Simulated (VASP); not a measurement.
# MgO (Fm-3m) in VASP: a series of runs, part 2 of 2

VASP 6.6.1.

**5. Relaxation of cell and atoms, r2SCAN**

Input file POSCAR:

```
MgO
1.0
    0.0000000000      2.1351500000      2.1351500000
    2.1351500000      0.0000000000      2.1351500000
    2.1351500000      2.1351500000      0.0000000000
Mg O
1 1
Direct
    0.0000000000      0.0000000000      0.0000000000
    0.5000000000      0.5000000000      0.5000000000
```

Input file INCAR.step1:

```
PREC = Accurate
ENCUT = 750
ISMEAR = 0
SIGMA = 0.02
LREAL = F
LASPH = T
NELM = 120
GGA = PE
ALGO = Normal
EDIFF = 1E-5
LWAVE = T
LCHARG = F
GGA_COMPAT = F
IBRION = 2
ISIF = 3
EDIFFG = -0.005
NELMIN = 4
NSW = 100
```

Input file INCAR.step2:

```
PREC = Accurate
ENCUT = 750
EDIFF = 1E-7
ISMEAR = 0
SIGMA = 0.02
LREAL = F
LASPH = T
NELM = 120
ALGO = Normal
ISIF = 3
LWAVE = F
LCHARG = F
METAGGA = R2SCAN
LMIXTAU = T
IBRION = 2
NSW = 100
EDIFFG = -0.005
ISTART = 1
GGA_COMPAT = F
NELMIN = 4
```

Input file KPOINTS:

```
regular mesh
0
Gamma
  10 10 10
```

Potentials or basis: VASP PAW PBE potentials, release 64 (Mg_sv, O).

The run is started by

```console
$ cat potpaw_PBE.64/Mg_sv/POTCAR potpaw_PBE.64/O/POTCAR > POTCAR
$ cp INCAR.step1 INCAR
$ mpirun -np 1 vasp_std > vasp.out
$ cp INCAR.step2 INCAR
$ mpirun -np 1 vasp_std > vasp.out
```

OUTCAR:

```text
PREC = Accurate
   ENCUT = 750
   EDIFF = 1E-7
   ISMEAR = 0
   LREAL = F
   LASPH = T
   NELM = 120
   ISIF = 3
   METAGGA = R2SCAN
   IBRION = 2
   NSW = 100
   EDIFFG = -0.005
   ISTART = 1
   NELMIN = 4

 ion  position               nearest neighbor table
   1  0.000  0.000  0.000-
   2  0.500  0.500  0.500-

  LATTYP: Found a face centered cubic cell.
 ALAT       =     4.2703000000

  Lattice vectors:

 A1 = (   0.0000000000,   2.1351500000,   2.1351500000)
 A2 = (   2.1351500000,   0.0000000000,   2.1351500000)
 A3 = (   2.1351500000,   2.1351500000,   0.0000000000)

Analysis of symmetry for initial positions (statically):
=====================================================================
 Subroutine PRICEL returns:
 Original cell was already a primitive cell.

 Routine SETGRP: Setting up the symmetry group for a
 face centered cubic supercell.

 Subroutine GETGRP returns: Found 48 space group operations
 (whereof 48 operations were pure point group operations)
 out of a pool of 48 trial point group operations.

The static configuration has the point symmetry O_h .

[... 169 lines left out ...]
  Total       -0.8559097     -0.8559097     -0.8559097      0.0000000      0.0000000      0.0000000
  in kB      -70.4406541    -70.4406541    -70.4406541      0.0000000      0.0000000      0.0000000
  external PRESSURE =     -70.4406541 kB  Pullay stress =       0.0000000 kB
[... 95 lines left out ...]
--------------------------------------- Ionic step        4  -------------------------------------------

 number of electron      15.9999994 magnetization

 Free energy of the ion-electron system (eV)
  ---------------------------------------------------
  ext. energy  EPLUGINS =         0.00000000
  ---------------------------------------------------
  free energy    TOTEN  =       -16.16728819 eV

  energy without entropy =      -16.16728819  energy(sigma->0) =      -16.16728819

 E-fermi :   2.7298     XC(G=0): -12.0678

 val. band max:        2.5407988180   @ k =   0.0000   0.0000   0.0000
 cond. band min:       8.2365976652   @ k =   0.0000   0.0000   0.0000
 fundamental gap:      5.6957988471
 Fermi energy:         2.7298478957

 k-point     1 :       0.0000    0.0000    0.0000
  band No.  band energies     occupation
      1     -72.4125      2.00000
      2     -37.5028      2.00000
      3     -37.5028      2.00000
      4     -37.5028      2.00000
      5     -15.6708      2.00000
      6       2.5408      2.00000
      7       2.5408      2.00000
      8       2.5408      2.00000
      9       8.2366      0.00000
     10      19.4306      0.00000
     11      19.4306      0.00000
     12      19.4306      0.00000
[... 331 lines left out ...]
 k-point    24 :       0.4000    0.3000    0.0000
  band No.  band energies     occupation
      1     -72.4038      2.00000
      2     -37.5627      2.00000
      3     -37.5269      2.00000
      4     -37.5244      2.00000
      5     -14.4523      2.00000
      6      -1.0357      2.00000
      7       1.2228      2.00000
      8       1.4365      2.00000
      9      13.2121      0.00000
     10      13.7234      0.00000
     11      17.4433      0.00000
     12      22.1553      0.00000

 [... further k-points ...]
[... 5 lines left out ...]
  --------------------------------------------------------------------------------------
  -------------------------------------------------------------------------------------
  Total        0.0015028      0.0015028      0.0015028      0.0000000      0.0000000      0.0000000
  in kB        0.1295066      0.1295066      0.1295066      0.0000000      0.0000000      0.0000000
  external PRESSURE =       0.1295066 kB  Pullay stress =       0.0000000 kB
[... 17 lines left out ...]
  FREE ENERGIE OF THE ION-ELECTRON SYSTEM (eV)
  ---------------------------------------------------
  free  energy   TOTEN  =       -16.1672881949 eV

  energy  without entropy=      -16.1672881949  energy(sigma->0) =      -16.16728819

 reached required accuracy - stopping structural energy minimisation
```

OSZICAR.step1:

```text
N       E                     dE             d eps       ncg     rms          rms(c)
DAV:   1     0.149056090932E+03    0.14906E+03   -0.13200E+04  1128   0.202E+03
DAV:   2    -0.745805137615E+01   -0.15651E+03   -0.14749E+03  1236   0.463E+02
DAV:   3    -0.133521795120E+02   -0.58941E+01   -0.58515E+01  1448   0.928E+01
[... 32 lines left out ...]
       N       E                     dE             d eps       ncg     rms          rms(c)
DAV:   1    -0.118895201738E+02   -0.41660E-04   -0.75823E-04  1464   0.483E-01    0.539E-02
DAV:   2    -0.118894898113E+02    0.30362E-04   -0.54862E-05  1148   0.120E-01    0.237E-02
DAV:   3    -0.118894845598E+02    0.52515E-05   -0.12559E-05  1196   0.495E-02    0.447E-03
DAV:   4    -0.118894842390E+02    0.32082E-06   -0.14264E-06   576   0.120E-02
   5 F= -.11889484E+02 E0= -.11889484E+02  d E =-.191457E-02
```

Run time: 16 min. Hardware: 1 thread of AMD EPYC, shared host; peak memory 0.15 GiB.

What came out:

```yaml
Free_energy: -16.1673 eV
Relaxed_volume: 9.30 Å³/atom
Relaxed_cell: a = 2.974 Å, b = 2.974 Å, c = 2.974 Å, α = 60.00°, β = 60.00°, γ = 60.00°
Space_group_after_relaxing_to_0.1_Å: Fm-3m (No. 225)
Energy_gained_by_relaxing: 9.6 meV/atom
Ionic_steps: 4
Pressure_after_relaxing: 0.0 GPa
Band_gap_on_the_k_mesh: 5.70 eV
```

Step by step:
```tsv
step	energy change (eV)	largest force (eV/Å)	pressure (GPa)	volume (Å³)
1	0.0000	0.0000	-7.04	19.47
2	-0.0163	0.0000	2.75	18.29
3	-0.0192	0.0000	-0.13	18.61
4	-0.0192	0.0000	0.01	18.59
```

Final structure:
```xyz
2
Lattice="0.0000 2.1026 2.1026 2.1026 0.0000 2.1026 2.1026 2.1026 0.0000" Properties=species:S:1:pos:R:3 pbc="T T T"
Mg    2.1026    2.1026    4.2053
O     2.1026    2.1026    2.1026
```

Levels at points of the mesh, in eV from the valence-band top:
| k point | band 5 | band 6 | band 7 | band 8 | band 9 | band 10 | band 11 | band 12 |
| --- | --- | --- | --- | --- | --- | --- | --- | --- |
| (0.00, 0.00, 0.00) | -18.21 | 0.00 | 0.00 | 0.00 | 5.70 | 16.89 | 16.89 | 16.89 |
| (0.50, 0.00, 0.00) | -16.92 | -4.62 | -0.68 | -0.68 | 8.86 | 13.90 | 17.56 | 17.56 |
| (0.50, 0.50, 0.00) | -16.71 | -4.09 | -1.37 | -1.37 | 10.05 | 11.21 | 14.37 | 20.54 |

Caveat: the PAW data sets were made with another functional, which shifts forces and pressure a little.

**6. The runs side by side**

```tsv
task	cell	k mesh	smearing	gap on the mesh (eV)	pressure (GPa)
single point	a = 3.020 Å, angles 60.0°, 2 atoms	8 × 8 × 8	gaussian 0.1 eV	5.24	-7.0
single point	a = 2.973 Å, angles 60.0°, 2 atoms	10 × 10 × 10	gaussian 0.02 eV	5.70	0.0
relaxation of cell and atoms	relaxed from a = 3.020 Å, angles 60.0°, 2 atoms	10 × 10 × 10	gaussian 0.02 eV	5.70	0.0
```

Alike in all rows: level r2SCAN; potentials or basis VASP PAW PBE potentials, release 64 (Mg_sv, O); no spin polarisation; cutoff (eV) 750.

Caveats: the PAW data sets were made with another functional, which shifts forces and pressure a little; the cell stands under tension (at least some runs).

Absolute energies hang on the potentials; compare differences alone.

**7. Against experiment**

Step 3. A measured gap of MgO is 7.83 eV (quoted in “Electronic structure of alkaline earth and post-transition metal oxides”, 2009, arxiv:0908.1581); the calculated 5.70 eV misses it by -2.13 eV. The value is that of r2SCAN, without temperature or zero-point motion.

Step 4. Measured gap of MgO: 7.83 eV (quoted in “Electronic structure of alkaline earth and post-transition metal oxides”, 2009, arxiv:0908.1581). This calculation gives 5.70 eV (-2.13 eV). The value is that of r2SCAN, without temperature or zero-point motion.
